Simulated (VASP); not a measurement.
# SnO in VASP: notebook

The runs below take SnO through single point, with r2SCAN, PBE.

All numbers are computed with VASP 6.6.1; they aren't measurements. Logs are shortened: lines on timing, memory, paths and dates and some standing lists are left out, and cuts for length are marked.

**1. The cell of the first run**

It takes space group Fm-3m (No. 225, cubic). The conventional cell has a = 5.274 Å, b = 5.274 Å, c = 5.274 Å, α = 90.00°, β = 90.00°, γ = 90.00°. Within 3.5 Å of Sn (site symmetry m-3m) lie 6 O at 2.64 Å. Within 3.5 Å of O (site symmetry m-3m) lie 6 Sn at 2.64 Å.

**2. Single point, r2SCAN (strain +4.0%)**

The input, POSCAR:

```
SnO
1.0
    0.0000000000      2.6371837005      2.6371837005
    2.6371837005      0.0000000000      2.6371837005
    2.6371837005      2.6371837005      0.0000000000
Sn O
1 1
Direct
    0.0000000000      0.0000000000      0.0000000000
    0.5000000000      0.5000000000      0.5000000000
```

The input, INCAR.step1:

```
PREC = Accurate
ENCUT = 520
ISMEAR = 0
SIGMA = 0.01
LREAL = False
LASPH = True
NELM = 80
NBANDS = 17
GGA = PE
ALGO = Normal
EDIFF = 1E-4
LWAVE = True
LCHARG = False
```

The input, INCAR.step2:

```
PREC = Accurate
ENCUT = 520
EDIFF = 1E-6
ISMEAR = 0
SIGMA = 0.01
LREAL = False
LASPH = True
NELM = 80
ALGO = Normal
ISIF = 2
LWAVE = False
LCHARG = True
METAGGA = R2SCAN
LMIXTAU = True
LELF = True
LVHAR = True
NBANDS = 17
ISTART = 1
```

The input, KPOINTS:

```
Automatic mesh
0
Gamma
  8 8 8
```

Potentials or basis: VASP PAW PBE potentials, release 64 (Sn_d, O).

The run is started by

```console
> cat potpaw_PBE.64/Sn_d/POTCAR potpaw_PBE.64/O/POTCAR > POTCAR
> cp INCAR.step1 INCAR
> mpirun -np 1 vasp_std > vasp.out
> cp INCAR.step2 INCAR
> mpirun -np 1 vasp_std > vasp.out
```

OUTCAR:

```text
PREC = Accurate
   ENCUT = 520
   EDIFF = 1E-6
   ISMEAR = 0
   LREAL = False
   LASPH = True
   NELM = 80
   ISIF = 2
   METAGGA = R2SCAN
   ISTART = 1

 ion  position               nearest neighbor table
   1  0.000  0.000  0.000-   2 2.64   2 2.64   2 2.64   2 2.64   2 2.64   2 2.64
   2  0.500  0.500  0.500-   1 2.64   1 2.64   1 2.64   1 2.64   1 2.64   1 2.64

  LATTYP: Found a face centered cubic cell.
 ALAT       =     5.2743674010

  Lattice vectors:

 A1 = (   0.0000000000,   2.6371837005,   2.6371837005)
 A2 = (   2.6371837005,   0.0000000000,   2.6371837005)
 A3 = (   2.6371837005,   2.6371837005,   0.0000000000)

Analysis of symmetry for initial positions (statically):
=====================================================================
 Subroutine PRICEL returns:
 Original cell was already a primitive cell.

 Routine SETGRP: Setting up the symmetry group for a
 face centered cubic supercell.

 Subroutine GETGRP returns: Found 48 space group operations
 (whereof 48 operations were pure point group operations)
 out of a pool of 48 trial point group operations.

The static configuration has the point symmetry O_h .

Analysis of symmetry for dynamics (positions and initial velocities):
=====================================================================
 Subroutine PRICEL returns:
 Original cell was already a primitive cell.

 Routine SETGRP: Setting up the symmetry group for a
 face centered cubic supercell.

 Subroutine GETGRP returns: Found 48 space group operations
 (whereof 48 operations were pure point group operations)
 out of a pool of 48 trial point group operations.

The dynamic configuration has the point symmetry O_h .

 Subroutine INISYM returns: Found 48 space group operations
 (whereof 48 operations are pure point group operations),
 and found     1 'primitive' translations

----------------------------------------------------------------------------------------

                                     Primitive cell

  volume of cell :      36.6818

  direct lattice vectors                    reciprocal lattice vectors
     0.000000000  2.637183701  2.637183701    -0.189596197  0.189596197  0.189596197
     2.637183701  0.000000000  2.637183701     0.189596197 -0.189596197  0.189596197
     2.637183701  2.637183701  0.000000000     0.189596197  0.189596197 -0.189596197

  length of vectors
     3.729540956  3.729540956  3.729540956     0.328390246  0.328390246  0.328390246

  position of ions in fractional coordinates (direct lattice)
     0.000000000  0.000000000  0.000000000
     0.500000000  0.500000000  0.500000000

  ion indices of the primitive-cell ions
   primitive index   ion index
                 1           1
                 2           2

----------------------------------------------------------------------------------------

 KPOINTS: Automatic mesh

Automatic generation of k-mesh.
 Grid dimensions read from file:
 generate k-points for:    8    8    8

 Generating k-lattice:

  Cartesian coordinates                     Fractional coordinates (reciprocal lattice)
    -0.023699525  0.023699525  0.023699525     0.125000000  0.000000000  0.000000000
     0.023699525 -0.023699525  0.023699525     0.000000000  0.125000000  0.000000000
     0.023699525  0.023699525 -0.023699525     0.000000000  0.000000000  0.125000000

  Length of vectors
     0.041048781  0.041048781  0.041048781

  Shift w.r.t. Gamma in fractional coordinates (k-lattice)
     0.000000000  0.000000000  0.000000000

 Subroutine IBZKPT returns following result:
 ===========================================

 Found     29 irreducible k-points:

 Following reciprocal coordinates:
            Coordinates               Weight
  0.000000  0.000000  0.000000      1.000000
  0.125000  0.000000  0.000000      8.000000
  0.250000  0.000000  0.000000      8.000000
  0.375000  0.000000  0.000000      8.000000
  0.500000  0.000000  0.000000      4.000000
  0.125000  0.125000  0.000000      6.000000
[... 16 lines left out ...]
  0.500000  0.250000  0.125000     48.000000
 -0.375000  0.250000  0.125000     24.000000
 [... further k-points ...]
   k-points           NKPTS =     29   k-points in BZ     NKDIM =     29   number of bands    NBANDS=     17
   number of dos      NEDOS =    301   number of ions     NIONS =      2
   total plane-waves  NPLWV =  21952
   dimension x,y,z NGX =    28 NGY =   28 NGZ =   28
   dimension x,y,z NGXF=    56 NGYF=   56 NGZF=   56
   ions per type =               1   1
   NGX,Y,Z   is equivalent  to a cutoff of  12.48, 12.48, 12.48 a.u.
   NGXF,Y,Z  is equivalent  to a cutoff of  24.96, 24.96, 24.96 a.u.
 SYSTEM =  unknown system
   PREC   = accura    normal or accurate (medium, high low for compatibility)
   ISTART =      1    job   : 0-new  1-cont  2-samecut
   ICHARG =      0    charge: 1-file 2-atom 10-const
   ISPIN  =      1    spin polarized calculation?
   LNONCOLLINEAR =      F non collinear calculations
   LSORBIT =      F    spin-orbit coupling
   LASPH  =      T    aspherical Exc in radial PAW
   ENCUT  =  520.0 eV  38.22 Ry    6.18 a.u.   6.93  6.93  6.93*2*pi/ulx,y,z
   NELM   =     80;   NELMIN=  2; NELMDL=  0     # of ELM steps
   EDIFF  = 0.1E-05   stopping-criterion for ELM
   LREAL  =      F    real-space projection
   EDIFFG = 0.1E-04   stopping-criterion for IOM
   NSW    =      0    number of steps for IOM
   IBRION =     -1    ionic relax: 0-MD 1-quasi-New 2-CG
   NFREE  =      0    steps in history (QN), initial steepest desc. (CG)
   ISIF   =      2    stress and relaxation
   ISYM   =      2    0-nonsym 1-usesym 2-fastsym
   POTIM  = 0.5000    time-step for ionic-motion
   TEBEG  =    0.0;   TEEND  =   0.0 temperature during run
   PSTRESS=    0.0 pullay stress
   NELECT =      20.0000    total number of electrons
   NUPDOWN=      -1.0000    fix difference up-down
   EMIN   =  10.00;   EMAX   =-10.00  energy-range for DOS
   EFERMI =   0.00;   METHOD = LEGACY
   ISMEAR =     0;   SIGMA  =   0.01  broadening in eV -4-tet -1-fermi 0-gaus
   EFERMI_NEDOS =   21; number of points for ismear=-14 and -15
   IALGO  =     38    algorithm
   IMIX   =      4    mixing-type and parameters
     AMIX     =   0.40;   BMIX     =  1.00
     AMIX_MAG =   1.60;   BMIX_MAG =  1.00
  volume/ion in A,a.u.               =      18.34       123.77
  Fermi-wavevector in a.u.,A,eV,Ry     =   1.337420  2.527357 24.336632  1.788692
  Thomas-Fermi vector in A             =   2.465970
   LORBIT       =      0    0 simple, 1 ext, 2 COOP (PROOUT), +10 PAW based schemes
   METAGGA = R2SCAN    functional components
   LHFCALC =     F    Hartree Fock is set to
   AEXX    =    0.0000 exact exchange contribution
   IVDW    =     0    specifies the selected vdW correction
   LEPSILON=     F    determine dielectric tensor
   LRPA    =     F    only Hartree local field effects (RPA)
 non-spin polarized calculation
 Gauss-broadening in eV      SIGMA  =   0.01
  energy-cutoff  :      520.00
  volume of cell :       36.68
 maximum number of plane-waves:       999
   NGX = 13   NGY = 13   NGZ = 13

 number of electron      20.0000010 magnetization

 Free energy of the ion-electron system (eV)
  ---------------------------------------------------
  ext. energy  EPLUGINS =         0.00000000
  ---------------------------------------------------
  free energy    TOTEN  =       -32.13263811 eV

  energy without entropy =      -32.13263811  energy(sigma->0) =      -32.13263811

 E-fermi :   5.9887     XC(G=0): -10.8729

 val. band max:        5.9324201697   @ k =  -0.3750   0.1250   0.0000
 cond. band min:       6.7339723447   @ k =   0.5000   0.0000   0.0000
 fundamental gap:      0.8015521751
 Fermi energy:         5.9887137643

 k-point     1 :       0.0000    0.0000    0.0000
  band No.  band energies     occupation
      1     -15.9763      2.00000
      2     -15.9763      2.00000
      3     -15.9763      2.00000
      4     -15.9210      2.00000
      5     -15.9210      2.00000
      6     -12.6911      2.00000
[... 9 lines left out ...]
     16      16.6136      0.00000
     17      17.1737      0.00000

 k-point     2 :       0.1250    0.0000    0.0000
  band No.  band energies     occupation
      1     -15.9754      2.00000
      2     -15.9718      2.00000
      3     -15.9717      2.00000
      4     -15.9222      2.00000
      5     -15.9222      2.00000
      6     -12.6310      2.00000
[... 9 lines left out ...]
     16      17.1375      0.00000
     17      19.5617      0.00000

 k-point     3 :       0.2500    0.0000    0.0000
  band No.  band energies     occupation
      1     -15.9735      2.00000
      2     -15.9650      2.00000
      3     -15.9650      2.00000
      4     -15.9209      2.00000
      5     -15.9208      2.00000
      6     -12.4809      2.00000
[... 9 lines left out ...]
     16      18.2334      0.00000
     17      21.4827      0.00000

 k-point     4 :       0.3750    0.0000    0.0000
  band No.  band energies     occupation
      1     -15.9720      2.00000
      2     -15.9653      2.00000
      3     -15.9652      2.00000
      4     -15.9125      2.00000
      5     -15.9125      2.00000
      6     -12.3238      2.00000
[... 9 lines left out ...]
     16      19.5086      0.00000
     17      21.2552      0.00000
[... 343 lines left out ...]
      1     -15.9804      2.00000
      2     -15.9695      2.00000
      3     -15.9474      2.00000
      4     -15.9452      2.00000
      5     -15.9105      2.00000
      6     -12.3326      2.00000
[... 9 lines left out ...]
     16      19.9361      0.00000
     17      21.7161      0.00000

 k-point    23 :       0.5000    0.2500    0.1250
  band No.  band energies     occupation
      1     -15.9868      2.00000
      2     -15.9707      2.00000
      3     -15.9464      2.00000
      4     -15.9363      2.00000
      5     -15.9109      2.00000
      6     -12.1832      2.00000
[... 9 lines left out ...]
     16      20.7931      0.00000
     17      22.4686      0.00000

 k-point    24 :      -0.3750    0.2500    0.1250
  band No.  band energies     occupation
      1     -15.9933      2.00000
      2     -15.9650      2.00000
      3     -15.9415      2.00000
      4     -15.9401      2.00000
      5     -15.9102      2.00000
      6     -12.1199      2.00000
[... 9 lines left out ...]
     16      21.3205      0.00000
     17      23.2799      0.00000

 [... further k-points ...]

------------------------ aborting loop because EDIFF is reached ----------------------------------------

  FORCE on cell =-STRESS in cart. coord.  units (eV):
  Direction    XX          YY          ZZ          XY          YZ          ZX
  --------------------------------------------------------------------------------------
  -------------------------------------------------------------------------------------
  Total       -2.0927112     -2.0927112     -2.0927112      0.0000000      0.0000000      0.0000000
  in kB      -91.4047426    -91.4047426    -91.4047426      0.0000000      0.0000000      0.0000000
  external PRESSURE =     -91.4047426 kB  Pullay stress =       0.0000000 kB

 VOLUME and BASIS-vectors are now :
 -----------------------------------------------------------------------------
  energy-cutoff  :      520.00
  volume of cell :       36.68
      direct lattice vectors                 reciprocal lattice vectors
     0.000000000  2.637183701  2.637183701    -0.189596197  0.189596197  0.189596197
     2.637183701  0.000000000  2.637183701     0.189596197 -0.189596197  0.189596197
     2.637183701  2.637183701  0.000000000     0.189596197  0.189596197 -0.189596197

 POSITION                                       TOTAL-FORCE (eV/Angst)
 -----------------------------------------------------------------------------------
      0.00000      0.00000      0.00000         0.000000     -0.000000      0.000000
      2.63718      2.63718      2.63718        -0.000000      0.000000     -0.000000
 -----------------------------------------------------------------------------------
    total drift:                                0.000000      0.000000      0.000000

  FREE ENERGIE OF THE ION-ELECTRON SYSTEM (eV)
  ---------------------------------------------------
  free  energy   TOTEN  =       -32.1326381072 eV

  energy  without entropy=      -32.1326381072  energy(sigma->0) =      -32.13263811
```

It took 80 s on 1 thread of Intel Xeon 8259CL, shared host; peak memory 0.17 GiB.

What came out:

* Free energy: -32.1326 eV
* Pressure: -9.1 GPa
* Band gap on the k mesh: 0.80 eV (least direct gap 0.91 eV)

Levels at points of the mesh, in eV from the valence-band top:
| k point | band 6 | band 7 | band 8 | band 9 | band 10 | band 11 | band 12 | band 13 | band 14 | band 15 |
| --- | --- | --- | --- | --- | --- | --- | --- | --- | --- | --- |
| (0.00, 0.00, 0.00) | -18.62 | -6.44 | -2.60 | -2.60 | -2.60 | 7.51 | 7.51 | 7.51 | 10.68 | 10.68 |
| (0.50, 0.00, 0.00) | -18.19 | -7.64 | -2.44 | -2.44 | -0.11 | 0.80 | 4.61 | 4.61 | 9.97 | 14.31 |
| (0.50, 0.50, 0.00) | -17.88 | -5.41 | -4.53 | -3.58 | -3.58 | 3.94 | 5.96 | 5.96 | 6.04 | 13.54 |

Caveat: the cell differs from its parent crystal (strain +4.0%); the cell stands under tension; the PAW data sets were made with another functional, which shifts forces and pressure a little; spin-orbit coupling is left out, which moves the levels of the heavy elements.

**3. Single point, PBE (shear xy strain +1.8%)**

The input, INCAR:

```
PREC     = Accurate       # precision mode
ENCUT    = 520            # plane-wave cutoff, eV
EDIFF    = 1E-7           # SCF threshold, eV
ISMEAR   = -1             # smearing method
SIGMA    = 0.02           # smearing width, eV
LREAL    = False          # projectors in reciprocal space
LASPH    = True           # aspherical terms in the spheres
NELM     = 80             # most SCF steps
ALGO     = Normal         # electronic algorithm
ISIF     = 2              # what is computed and relaxed
LWAVE    = False          # write WAVECAR
LCHARG   = False          # write CHGCAR
GGA      = PE             # functional
NBANDS   = 17             # bands
```

The input, KPOINTS:

```
regular mesh
0
Gamma
  8 8 8
```

The input, POSCAR:

```
SnO
1.0
    0.0233401540      2.5369732568      2.5369732568
    2.5369732568      0.0233401540      2.5369732568
    2.5603134108      2.5603134108      0.0000000000
Sn O
1 1
Direct
    0.0000000000      0.0000000000      0.0000000000
    0.5000000000      0.5000000000      0.5000000000
```

Potentials or basis: VASP PAW PBE potentials, release 64 (Sn_d, O).

The run is started by

```console
> cat potpaw_PBE.64/Sn_d/POTCAR potpaw_PBE.64/O/POTCAR > POTCAR
> mpirun -np 1 vasp_std > vasp.out
```

It took 92 s on 1 thread of Intel Xeon 8259CL, shared host; peak memory 0.19 GiB.

It converged, with:

```
Free energy            : -10.4728 eV
Pressure               : 2.4 GPa
Band gap on the k mesh : 0.84 eV (least direct gap 0.90 eV)
```

Stress tensor (GPa, compression positive):
```
 2.41 -0.30  0.00
-0.30  2.41  0.00
 0.00  0.00  2.39
```

Levels at points of the mesh, in eV from the valence-band top:
```
           k point  band 6  band 7  band 8  band 9  band 10  band 11  band 12  band 13  band 14  band 15
(0.00, 0.00, 0.00)  -18.42   -6.44   -3.08   -3.03    -2.98     7.97     8.01     8.08    10.16    10.36
(0.50, 0.00, 0.00)  -17.78   -8.11   -2.87   -2.83    -0.57     1.04     4.49     4.56     9.81    14.19
(0.50, 0.50, 0.00)  -17.30   -6.21   -4.38   -4.22    -4.05     3.82     5.42     6.05     6.21    14.01
(0.00, 0.00, 0.50)  -17.80   -8.22   -2.83   -2.80    -0.49     1.03     4.66     4.74     9.95    14.20
(0.50, 0.00, 0.50)  -17.30   -6.21   -4.37   -4.13    -4.13     3.82     5.42     6.13     6.13    14.00
```

Caveat: the cell differs from its parent crystal (shear xy strain +1.8%); spin-orbit coupling is left out, which moves the levels of the heavy elements. A k mesh can miss the band edges.
